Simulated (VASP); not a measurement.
The system is Be.

```
Be
1.0
     2.28530    0.00000    0.00000
    -1.14265    1.97913    0.00000
     0.00000    0.00000    3.58420
Be
2
Direct
  0.33333 0.66667 0.25000
  0.66667 0.33333 0.75000
```

* Program: VASP 6.6.1
* Task: relaxation of cell and atoms
* Functional: PBEsol
* Potentials or basis: VASP PAW PBE potentials, release 64 (Be)
* Cutoff: 600 eV
* k mesh: 16 × 16 × 10
* Occupations: fermi-dirac, width 0.05 eV
* Spin: no spin polarisation

At the start: pressure -3.6 GPa; volume 8.11 Å³/atom.

Task: How do energy, volume and symmetry change on relaxing?

Result: Over 8 steps the energy falls by 2.8 meV/atom and the volume is 7.86 Å³/atom (-3.0 %); space group P6_3/mmc (No. 194, to 0.05 Å).

The path:
| step | energy change (eV) | largest force (eV/Å) | pressure (GPa) | volume (Å³) |
| --- | --- | --- | --- | --- |
| 1 | 0.0000 | 0.0000 | -3.58 | 16.21 |
| 2 | -0.0055 | 0.0000 | -0.51 | 15.79 |
| 3 | -0.0056 | 0.0000 | 0.00 | 15.72 |
| 4 | -0.0056 | 0.0000 | 0.08 | 15.72 |
| 5 | -0.0056 | 0.0000 | 0.06 | 15.71 |
| 6 | -0.0056 | 0.0000 | 0.06 | 15.71 |
| 7 | -0.0056 | 0.0000 | 0.07 | 15.71 |
| 8 | -0.0056 | 0.0000 | 0.00 | 15.72 |

Final structure:
```cif
data_structure
_symmetry_space_group_name_H-M 'P 1'
_symmetry_Int_Tables_number 1
_cell_length_a 2.2602
_cell_length_b 2.2602
_cell_length_c 3.5538
_cell_angle_alpha 90.000
_cell_angle_beta 90.000
_cell_angle_gamma 120.000
_cell_volume 15.72
loop_
_atom_site_label
_atom_site_type_symbol
_atom_site_fract_x
_atom_site_fract_y
_atom_site_fract_z
_atom_site_occupancy
Be1 Be 0.33333 0.66667 0.25000 1
Be2 Be 0.66667 0.33333 0.75000 1
```

Caveat: the PAW data sets were made with another functional, which shifts forces and pressure a little.
